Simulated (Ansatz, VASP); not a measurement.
**AlN: VASP beside Ansatz**

POSCAR

```
AlN
1.0
    3.1110021516      0.0000000000      0.0000000000
   -1.5555010758      2.6942068945      0.0000000000
    0.0000000000      0.0000000000      4.9780000000
Al N
2 2
Direct
    0.3444683356      0.6889366713      0.0000000000
    0.6555316644      0.3110633287      0.5000000000
    0.3235772092      0.6471544184      0.3850000000
    0.6764227908      0.3528455816      0.8850000000
```

The input INCAR.step1:

```
ALGO = Normal
EDIFF = 1E-4
ENCUT = 520
GGA = PE
ISMEAR = 0
LASPH = T
LCHARG = F
LREAL = F
LWAVE = T
NBANDS = 16
NELM = 80
PREC = Accurate
SIGMA = 0.05
```

File INCAR.step2:

```
ALGO = Normal
EDIFF = 1E-6
ENCUT = 520
ISIF = 2
ISMEAR = 0
ISTART = 1
LASPH = T
LCHARG = F
LMIXTAU = T
LREAL = F
LWAVE = F
METAGGA = R2SCAN
NBANDS = 16
NELM = 80
PREC = Accurate
SIGMA = 0.05
```

Contents of KPOINTS:

```
k-points
0
Gamma
  12 12 6
```

Input for Ansatz:

```yaml
crystal:
  lattice:
    - [3.1110021516, 0.0, 0.0]
    - [-1.5555010758, 2.6942068945, 0.0]
    - [0.0, 0.0, 4.978]
  atoms:
    - { symbol: Al, position: [0.3444683356, 0.6889366713, 0.0] }
    - { symbol: Al, position: [0.6555316644, 0.3110633287, 0.5] }
    - { symbol: "N", position: [0.3235772092, 0.6471544184, 0.385] }
    - { symbol: "N", position: [0.6764227908, 0.3528455816, 0.885] }
basis:
  ecutwfc: 500
kpoints:
  mp_grid: { grid: [12, 12, 6] }
hamiltonian:
  xc: r2scan
scf:
  occupations: { method: gaussian, width: 0.05 }
output:
  forces: true
  stress: true
  eigenvalues: true
```

Change from the starting cell: mode 4 (252.6 1/cm) frozen in, largest displacement +0.060 Å.

Alike in both runs: task single point; functional r2SCAN; k mesh 12 × 12 × 6; occupations gaussian, width 0.05 eV; no spin polarisation.

|  | VASP | Ansatz |
| --- | --- | --- |
| version | VASP 6.6.1 | Ansatz 0.2.0 |
| potentials or method | VASP PAW PBE potentials, release 64 (Al, N), cutoff 520 eV | scalar-relativistic, plane waves, PAW |
| valence electrons in the cell | 16 | 16 |

Ansatz gave:

* gap on the k mesh at the Fermi level (eV): 4.75
* least direct gap on the mesh (eV): 4.75
* pressure (GPa): -0.7
* traceless stress, the component that is largest in VASP (GPa): -0.84
* rms of the force components (eV/Å): 0.215

Q: Estimate VASP's values.

A: gap on the k mesh at the Fermi level (eV): 4.79; least direct gap on the mesh (eV): 4.79; pressure (GPa): -1.1; traceless stress, the component that is largest in VASP (GPa): -0.86; rms of the force components (eV/Å): 0.216.

VASP's potentials were made for PBE, not for r2SCAN. Atom by atom the forces differ by 0.002 eV/Å (rms over components). The functional is the same, so the differences come from potentials, cutoffs and numerics.
